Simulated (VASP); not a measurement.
BaCdSbF, 8 atoms in the cell. It takes space group P4/nmm (No. 129, tetragonal). The conventional cell has a = 4.676 Å, b = 4.676 Å, c = 9.931 Å, α = 90.00°, β = 90.00°, γ = 90.00°. Ba (site symmetry 4mm) has 4 F at 2.71 Å within 3.6 Å. Within 3.9 Å of Cd (site symmetry -4m2) lie 4 Sb at 2.96 Å and 4 Cd at 3.31 Å. Sb (site symmetry 4mm) has 4 Cd at 2.96 Å and 4 Ba at 3.76 Å and 4 F at 3.92 Å within 4.0 Å. Within 3.6 Å of F (site symmetry -4m2) lie 4 Ba at 2.71 Å and 4 F at 3.31 Å. 

```yaml
Program: VASP 6.6.1
Task: single point
Functional: r2SCAN
Potentials_or_basis: VASP PAW PBE potentials, release 64 (Ba_sv, Cd, Sb, F)
Cutoff: 520 eV
k_mesh: 6 × 6 × 4
Occupations: fermi-dirac, width 0.02 eV
Spin: no spin polarisation
Dipole_correction: no
Further_INCAR_settings: ALGO = Normal; EDIFF = 1e-07; NBANDS = 44
```

Potentials or basis: VASP PAW PBE potentials, release 64 (Ba_sv, Cd, Sb, F).

Command:

```console
$ cat potpaw_PBE.64/Ba_sv/POTCAR potpaw_PBE.64/Cd/POTCAR potpaw_PBE.64/Sb/POTCAR potpaw_PBE.64/F/POTCAR > POTCAR
$ cp INCAR.step1 INCAR
$ mpirun -np 1 vasp_std > vasp.out
$ cp INCAR.step2 INCAR
$ mpirun -np 1 vasp_std > vasp.out
```

Hardware: 1 thread of Intel(R) Xeon(R) 6975P-C (Granite Rapids), with other jobs on the host.

**Question.** How long does it take, and how much memory?

**Answer.** Wall time 8.5 min on 1 thread of Intel(R) Xeon(R) 6975P-C (Granite Rapids), with other jobs on the host, peak memory 0.53 GiB. Counts: k points 30.
